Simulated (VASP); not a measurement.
# W3C in VASP: a series of runs

The runs below take W3C through single point, with PBE.

Program: VASP 6.6.1. These are calculated values, not measurements. Logs are shortened: lines on timing, memory, paths and dates and some standing lists are left out, and cuts for length are marked.

## (1) The cell of the first run

The cell holds a slab with vacuum, 4 atoms: a = 2.855 Å, b = 2.855 Å, c = 21.697 Å, α = 90.00°, β = 90.00°, γ = 120.00°.

## (2) Single point, PBE

Contents of INCAR:

```
ALGO = Normal
DIPOL = 0.5 0.5 0.367
EDIFF = 1E-6
ENCUT = 520
GGA = PE
IDIPOL = 3
ISIF = 2
ISMEAR = 0
LASPH = T
LCHARG = T
LDIPOL = T
LELF = T
LREAL = F
LVACPOTAV = T
LVHAR = T
LWAVE = F
NBANDS = 31
NELM = 60
PREC = Accurate
SIGMA = 0.1
```

Contents of KPOINTS:

```
k-points
0
Gamma
  9 9 1
```

Contents of POSCAR:

```
W3C
1.0
    2.8545944806      0.0000000000      0.0000000000
   -1.4272972403      2.4721513377      0.0000000000
    0.0000000000      0.0000000000     21.6971108210
W C
3 1
Direct
    0.6666666667      0.3333333333      0.1843563428
    0.3333333333      0.6666666667      0.2926027619
    0.0000000000      0.0000000000      0.4008418859
    0.0000000000      0.0000000000      0.5911898099
```

Potentials or basis: VASP PAW PBE potentials, release 64 (W_sv, C).

The run is started by

```
$ cat potpaw_PBE.64/W_sv/POTCAR potpaw_PBE.64/C/POTCAR > POTCAR
$ mpirun -np 1 vasp_std > vasp.out
```

OUTCAR:

```text
EDIFF = 1E-6
   ENCUT = 520
   GGA = PE
   ISIF = 2
   ISMEAR = 0
   LASPH = T
   LREAL = F
   NELM = 60
   PREC = Accurate

 ion  position               nearest neighbor table
   1  0.667  0.333  0.184-   2 2.87   2 2.87   2 2.87
   2  0.333  0.667  0.293-   3 2.87   3 2.87   3 2.87   1 2.87   1 2.87   1 2.87
   3  0.000  0.000  0.401-   2 2.87   2 2.87   2 2.87
   4  0.000  0.000  0.591-

  LATTYP: Found a hexagonal cell.
 ALAT       =     2.8545944806
 C/A-ratio  =     7.6007681541

  Lattice vectors:

 A1 = (   2.8545944806,   0.0000000000,   0.0000000000)
 A2 = (  -1.4272972403,   2.4721513377,   0.0000000000)
 A3 = (   0.0000000000,   0.0000000000,  21.6971108210)

Analysis of symmetry for initial positions (statically):
=====================================================================
 Subroutine PRICEL returns:
 Original cell was already a primitive cell.

 Routine SETGRP: Setting up the symmetry group for a
 hexagonal supercell.

 Subroutine GETGRP returns: Found  6 space group operations
 (whereof  6 operations were pure point group operations)
 out of a pool of 24 trial point group operations.

The static configuration has the point symmetry C_3v.

Analysis of symmetry for dynamics (positions and initial velocities):
=====================================================================
 Subroutine PRICEL returns:
 Original cell was already a primitive cell.

 Routine SETGRP: Setting up the symmetry group for a
 hexagonal supercell.

 Subroutine GETGRP returns: Found  6 space group operations
 (whereof  6 operations were pure point group operations)
 out of a pool of 24 trial point group operations.

The dynamic configuration has the point symmetry C_3v.

 Subroutine INISYM returns: Found  6 space group operations
 (whereof  6 operations are pure point group operations),
 and found     1 'primitive' translations

----------------------------------------------------------------------------------------

                                     Primitive cell

  volume of cell :     153.1163

  direct lattice vectors                    reciprocal lattice vectors
     2.854594481  0.000000000  0.000000000     0.350312455  0.202252990  0.000000000
    -1.427297240  2.472151338  0.000000000     0.000000000  0.404505980  0.000000000
     0.000000000  0.000000000 21.697110821     0.000000000  0.000000000  0.046089086

  length of vectors
     2.854594481  2.854594481 21.697110821     0.404505980  0.404505980  0.046089086

  position of ions in fractional coordinates (direct lattice)
     0.666666667  0.333333333  0.184356343
     0.333333333  0.666666667  0.292602762
     0.000000000  0.000000000  0.400841886
     0.000000000  0.000000000  0.591189810

  ion indices of the primitive-cell ions
   primitive index   ion index
                 1           1
                 2           2
                 3           3
                 4           4

----------------------------------------------------------------------------------------

 KPOINTS: k-points

Automatic generation of k-mesh.
 Grid dimensions read from file:
 generate k-points for:    9    9    1

 Generating k-lattice:

  Cartesian coordinates                     Fractional coordinates (reciprocal lattice)
     0.038923606  0.022472554  0.000000000     0.111111111  0.000000000  0.000000000
     0.000000000  0.044945109  0.000000000     0.000000000  0.111111111  0.000000000
     0.000000000  0.000000000  0.046089086     0.000000000  0.000000000  1.000000000

  Length of vectors
     0.044945109  0.044945109  0.046089086

  Shift w.r.t. Gamma in fractional coordinates (k-lattice)
     0.000000000  0.000000000  0.000000000

 Subroutine IBZKPT returns following result:
 ===========================================

 Found     12 irreducible k-points:

 Following reciprocal coordinates:
            Coordinates               Weight
  0.000000  0.000000  0.000000      1.000000
  0.111111  0.000000  0.000000      6.000000
  0.222222  0.000000  0.000000      6.000000
  0.333333  0.000000  0.000000      6.000000
  0.444444  0.000000  0.000000      6.000000
  0.111111  0.111111  0.000000      6.000000
  0.222222  0.111111  0.000000     12.000000
  0.333333  0.111111  0.000000     12.000000
  0.444444  0.111111  0.000000      6.000000
  0.222222  0.222222  0.000000      6.000000
  0.333333  0.222222  0.000000     12.000000
  0.333333  0.333333  0.000000      2.000000
   k-points           NKPTS =     12   k-points in BZ     NKDIM =     12   number of bands    NBANDS=     31
   number of dos      NEDOS =    301   number of ions     NIONS =      4
   total plane-waves  NPLWV =  93312
   dimension x,y,z NGX =    24 NGY =   24 NGZ =  162
   dimension x,y,z NGXF=    48 NGYF=   48 NGZF=  324
   ions per type =               3   1
   NGX,Y,Z   is equivalent  to a cutoff of  13.98, 13.98, 12.41 a.u.
   NGXF,Y,Z  is equivalent  to a cutoff of  27.95, 27.95, 24.83 a.u.
 SYSTEM =  unknown system
   PREC   = accura    normal or accurate (medium, high low for compatibility)
   ISTART =      0    job   : 0-new  1-cont  2-samecut
   ICHARG =      2    charge: 1-file 2-atom 10-const
   ISPIN  =      1    spin polarized calculation?
   LNONCOLLINEAR =      F non collinear calculations
   LSORBIT =      F    spin-orbit coupling
   LASPH  =      T    aspherical Exc in radial PAW
   ENCUT  =  520.0 eV  38.22 Ry    6.18 a.u.   5.31  5.31 40.34*2*pi/ulx,y,z
   NELM   =     60;   NELMIN=  2; NELMDL= -5     # of ELM steps
   EDIFF  = 0.1E-05   stopping-criterion for ELM
   LREAL  =      F    real-space projection
   EDIFFG = 0.1E-04   stopping-criterion for IOM
   NSW    =      0    number of steps for IOM
   IBRION =     -1    ionic relax: 0-MD 1-quasi-New 2-CG
   NFREE  =      0    steps in history (QN), initial steepest desc. (CG)
   ISIF   =      2    stress and relaxation
   ISYM   =      2    0-nonsym 1-usesym 2-fastsym
   POTIM  = 0.5000    time-step for ionic-motion
   TEBEG  =    0.0;   TEEND  =   0.0 temperature during run
   PSTRESS=    0.0 pullay stress
   NELECT =      46.0000    total number of electrons
   NUPDOWN=      -1.0000    fix difference up-down
   EMIN   =  10.00;   EMAX   =-10.00  energy-range for DOS
   EFERMI =   0.00;   METHOD = LEGACY
   ISMEAR =     0;   SIGMA  =   0.10  broadening in eV -4-tet -1-fermi 0-gaus
   EFERMI_NEDOS =   21; number of points for ismear=-14 and -15
   IALGO  =     38    algorithm
   IMIX   =      4    mixing-type and parameters
     AMIX     =   0.40;   BMIX     =  1.00
     AMIX_MAG =   1.60;   BMIX_MAG =  1.00
  volume/ion in A,a.u.               =      38.28       258.32
  Fermi-wavevector in a.u.,A,eV,Ry     =   1.096445  2.071981 16.356820  1.202192
  Thomas-Fermi vector in A             =   2.232787
   LORBIT       =      0    0 simple, 1 ext, 2 COOP (PROOUT), +10 PAW based schemes
   GGA     = PE    functional components
   LHFCALC =     F    Hartree Fock is set to
   AEXX    =    0.0000 exact exchange contribution
   IVDW    =     0    specifies the selected vdW correction
   LEPSILON=     F    determine dielectric tensor
   LRPA    =     F    only Hartree local field effects (RPA)
 non-spin polarized calculation
 Gauss-broadening in eV      SIGMA  =   0.10
  energy-cutoff  :      520.00
  volume of cell :      153.12
 maximum number of plane-waves:      4147
 NGX is ok and might be reduce to    24
   NGX = 11   NGY = 11   NGZ = 81

 dipolmoment           0.000000      0.000000     -0.017458 electrons x Angstroem

 number of electron      45.9999997 magnetization

 dipolmoment           0.000000      0.000000      0.032825 electrons x Angstroem

 Free energy of the ion-electron system (eV)
  ---------------------------------------------------
  ext. energy  EPLUGINS =         0.00000000
  ---------------------------------------------------
  free energy    TOTEN  =       -37.58604841 eV

  energy without entropy =      -37.54442327  energy(sigma->0) =      -37.56523584

 E-fermi :   0.3456     XC(G=0):  -6.4639

 val. band max:        0.3298126434   @ k =   0.1111   0.1111   0.0000
 cond. band min:       0.3870668123   @ k =   0.2222   0.1111   0.0000
 fundamental gap:      0.0572541689
 Fermi energy:         0.3455622853

 k-point     1 :       0.0000    0.0000    0.0000
  band No.  band energies     occupation
      1     -73.4356      2.00000
      2     -73.3898      2.00000
      3     -73.3449      2.00000
      4     -38.0679      2.00000
      5     -37.7159      2.00000
      6     -37.3005      2.00000
[... 23 lines left out ...]
     30       3.2316      0.00000
     31       3.2316      0.00000

 k-point     2 :       0.1111    0.0000    0.0000
  band No.  band energies     occupation
      1     -73.4260      2.00000
      2     -73.3824      2.00000
      3     -73.3381      2.00000
      4     -38.0369      2.00000
      5     -37.7135      2.00000
      6     -37.3260      2.00000
[... 23 lines left out ...]
     30       2.6981      0.00000
     31       3.1536      0.00000

 k-point     3 :       0.2222    0.0000    0.0000
  band No.  band energies     occupation
      1     -73.4009      2.00000
      2     -73.3638      2.00000
      3     -73.3207      2.00000
      4     -37.9589      2.00000
      5     -37.7463      2.00000
      6     -37.5003      2.00000
[... 23 lines left out ...]
     30       2.4382      0.00000
     31       2.8346      0.00000

 k-point     4 :       0.3333    0.0000    0.0000
  band No.  band energies     occupation
      1     -73.3711      2.00000
      2     -73.3437      2.00000
      3     -73.3010      2.00000
      4     -37.9346      2.00000
      5     -37.8960      2.00000
      6     -37.6999      2.00000
[... 227 lines left out ...]
     30       3.5026      0.00000
     31       4.8524      0.00000

 k-point    11 :       0.3333    0.2222    0.0000
  band No.  band energies     occupation
      1     -73.3393      2.00000
      2     -73.3283      2.00000
      3     -73.2825      2.00000
      4     -37.9853      2.00000
      5     -37.8829      2.00000
      6     -37.7802      2.00000
[... 23 lines left out ...]
     30       3.6314      0.00000
     31       4.8359      0.00000

 k-point    12 :       0.3333    0.3333    0.0000
  band No.  band energies     occupation
      1     -73.3295      2.00000
      2     -73.3293      2.00000
      3     -73.2791      2.00000
      4     -37.8749      2.00000
      5     -37.8652      2.00000
      6     -37.8123      2.00000
[... 23 lines left out ...]
     30       3.4701      0.00000
     31       4.4565      0.00000

------------------------ aborting loop because EDIFF is reached ----------------------------------------

  FORCE on cell =-STRESS in cart. coord.  units (eV):
  Direction    XX          YY          ZZ          XY          YZ          ZX
  --------------------------------------------------------------------------------------
  -------------------------------------------------------------------------------------
  Total      -10.5009254    -10.5009254     -0.5496382      0.0000000     -0.0000000     -0.0000000
  in kB     -109.8795252   -109.8795252     -5.7513010      0.0000000     -0.0000000     -0.0000000
  external PRESSURE =     -75.1701171 kB  Pullay stress =       0.0000000 kB

 VOLUME and BASIS-vectors are now :
 -----------------------------------------------------------------------------
  energy-cutoff  :      520.00
  volume of cell :      153.12
      direct lattice vectors                 reciprocal lattice vectors
     2.854594481  0.000000000  0.000000000     0.350312455  0.202252990  0.000000000
    -1.427297240  2.472151338  0.000000000     0.000000000  0.404505980  0.000000000
     0.000000000  0.000000000 21.697110821     0.000000000  0.000000000  0.046089086

 POSITION                                       TOTAL-FORCE (eV/Angst)
 -----------------------------------------------------------------------------------
      1.42730      0.82405      4.00000         0.000000     -0.000000     -0.117829
     -0.00000      1.64810      6.34863        -0.000000      0.000000      0.095430
      0.00000      0.00000      8.69711         0.000000     -0.000000      0.226987
      0.00000      0.00000     12.82711         0.000000     -0.000000     -0.204588
 -----------------------------------------------------------------------------------
    total drift:                               -0.000000     -0.000000     -0.000828

  FREE ENERGIE OF THE ION-ELECTRON SYSTEM (eV)
  ---------------------------------------------------
  free  energy   TOTEN  =       -37.5860484127 eV

  energy  without entropy=      -37.5444232678  energy(sigma->0) =      -37.56523584

 vacuum level on the upper side and lower side of the slab         6.358         5.516
```

Run time: 4.8 min. Hardware: 1 thread of Intel Xeon 8259CL, shared host; peak memory 0.31 GiB.

What came out:

| Item | Value |
| --- | --- |
| Free energy | -37.5860 eV |
| Largest force | 0.227 eV/Å |
| Band gap on the k mesh | zero (bands 23 and 24 overlap by 1.26 eV) |

Forces in eV/Å, atoms in the order of the input:
```
W    0.000  0.000 -0.118
W    0.000  0.000  0.095
W    0.000  0.000  0.227
C    0.000  0.000 -0.205
```

Caveat: spin-orbit coupling is left out, which moves the levels of the heavy elements.

(Part 1 of 2 ends here.)
